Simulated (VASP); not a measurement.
**Cu12O: relaxation of the atoms with PBE**

The system is Cu12O, a slab with vacuum.

```
Cu O
1.0
     5.13324    0.00000    0.00000
    -2.56662    4.44552    0.00000
     0.00000    0.00000   19.62363
Cu O
12 1
Direct
  0.33333 0.16667 0.20384
  0.33333 0.66667 0.20384
  0.83333 0.16667 0.20384
  0.83333 0.66667 0.20384
  0.16667 0.33333 0.30890
  0.16667 0.83333 0.30890
  0.66667 0.33333 0.30890
  0.66667 0.83333 0.30890
  0.00000 0.00000 0.41397
  0.00000 0.50000 0.41397
  0.50000 0.00000 0.41397
  0.50000 0.50000 0.41397
  0.33333 0.16667 0.46531
```

```yaml
Program: VASP 6.6.1
Task: relaxation of the atoms
Functional: PBE
Potentials_or_basis: VASP PAW PBE potentials, release 64 (Cu, O)
Cutoff: 520 eV
k_mesh: 6 × 6 × 1
Occupations: gaussian, width 0.1 eV
Spin: no spin polarisation
Dipole_correction: yes
Atoms_held_fixed_from_0: "[0, 1, 2, 3, 4, 5, 6, 7, 8, 9, 10, 11]"
Further_INCAR_settings: ALGO = Normal; EDIFF = 1e-07; IBRION = 2; EDIFFG = -0.025; NSW = 36
Atoms_held_along_some_axes_from_0: atom 12 along a and b
```

The energy gained by relaxing is 15.3 meV/atom, the ionic steps are 3 and the band gap on the k mesh is zero (bands 69 and 70 overlap by 0.19 eV).

The path:
| step | energy change (eV) | largest force on free atoms (eV/Å) | pressure (GPa) |
| --- | --- | --- | --- |
| 1 | 0.0000 | 2.5307 | 1.00 |
| 2 | -0.1871 | 0.5900 | 0.21 |
| 3 | -0.1993 | 0.0021 | -0.02 |

Final structure:
```
Cu O
1.0
     5.13324    0.00000    0.00000
    -2.56662    4.44552    0.00000
     0.00000    0.00000   19.62363
Cu O
12 1
Direct
  0.33333 0.16667 0.20384
  0.33333 0.66667 0.20384
  0.83333 0.16667 0.20384
  0.83333 0.66667 0.20384
  0.16667 0.33333 0.30890
  0.16667 0.83333 0.30890
  0.66667 0.33333 0.30890
  0.66667 0.83333 0.30890
  0.00000 0.00000 0.41397
  0.00000 0.50000 0.41397
  0.50000 0.00000 0.41397
  0.50000 0.50000 0.41397
  0.33333 0.16667 0.47367
```

Levels at points of the mesh, in eV from the Fermi level:
| k point | band 66 | band 67 | band 68 | band 69 | band 70 | band 71 | band 72 | band 73 |
| --- | --- | --- | --- | --- | --- | --- | --- | --- |
| (0.00, 0.00, 0.00) | -1.15 | -1.15 | 0.16 | 0.16 | 0.21 | 0.56 | 1.19 | 1.19 |
| (0.50, 0.00, 0.00) | -1.20 | -1.06 | -0.49 | -0.02 | 0.05 | 0.72 | 1.00 | 1.50 |

It took 8.5 min on 4 MPI ranks on Intel(R) Xeon(R) 6975P-C (Granite Rapids), with other jobs on the host, peak memory 0.68 GiB a rank.

With open d or f shells a metallic result of PBE can be an artefact of self-interaction; +U or a hybrid may open a gap.
